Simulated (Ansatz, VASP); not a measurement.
Two plane-wave programs on CdS

```
Cd S
1.0
     0.00000    2.91650    2.91650
     2.91650    0.00000    2.91650
     2.91650    2.91650    0.00000
Cd S
1 1
Direct
  0.00000 0.00000 0.00000
  0.75000 0.75000 0.75000
```

Alike in both runs: functional PBE; k mesh 6 × 6 × 6; occupations fermi-dirac, width 0.05 eV; non-collinear spin, spin-orbit coupling.

|  | VASP | Ansatz |
| --- | --- | --- |
| version | VASP 6.6.1 | Ansatz 0.2.0 |
| potentials or method | VASP PAW PBE potentials, release 64 (Cd, S) | Ansatz PAW |
| plane-wave cutoff (eV) | 520 | 420 |
| valence electrons in the cell | 18 | 26 |
| task | single point | band structure |

|  | VASP | Ansatz | Ansatz less VASP |
| --- | --- | --- | --- |
| pressure (GPa) | 3.2 | 2.8 | -0.37 |
| net moment per atom (μB) | 0.00 | 0.00 | 0.000 |

VASP's potentials hold 18 valence electrons a cell and Ansatz's 26, so a difference there can come from the potentials and not from the codes.
